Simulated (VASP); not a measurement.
Runs of VASP 6.6.1 on Si. It takes space group Fd-3m (No. 227, cubic). The conventional cell has a = 5.434 Å, b = 5.434 Å, c = 5.434 Å, α = 90.00°, β = 90.00°, γ = 90.00°. Within 3.1 Å of Si (site symmetry -43m) lie 4 Si at 2.35 Å. 

| level | potentials or basis | k mesh | smearing | grid for exact exchange (PRECFOCK) | share of exact exchange | screening parameter | gap on the mesh (eV) | pressure (GPa) |
| --- | --- | --- | --- | --- | --- | --- | --- | --- |
| LDA | VASP PAW LDA potentials, release 64 (Si) | 12 × 12 × 12 | gaussian 0.02 eV | - | - | - | 0.47 | -1.6 |
| HSE06 | VASP PAW PBE potentials, release 64 (Si) | 6 × 6 × 6 | gaussian 0.01 eV | Normal | 0.25 | 0.2079 1/Å | 1.30 | 0.1 |
| HF | VASP PAW PBE potentials, release 64 (Si) | 6 × 6 × 6 | gaussian 0.01 eV | Normal | 1 | - | (b) | (a) |
| PBE0 | VASP PAW PBE potentials, release 64 (Si) | 6 × 6 × 6 | gaussian 0.01 eV | Normal | 0.25 | - | 1.97 | -0.1 |

Alike in all rows: task single point; no spin polarisation; cell as given; cutoff (eV) 520.

Task: Fill in the values left out.

Result: (a) 3.2; (b) 6.67.

Caveats: the PAW data sets were made with another functional, which shifts forces and pressure a little (at least some runs); semilocal functionals underestimate gaps, and a narrow one can read as zero (at least some runs); the cell stands under pressure (at least some runs).

A k mesh can miss the band edges.
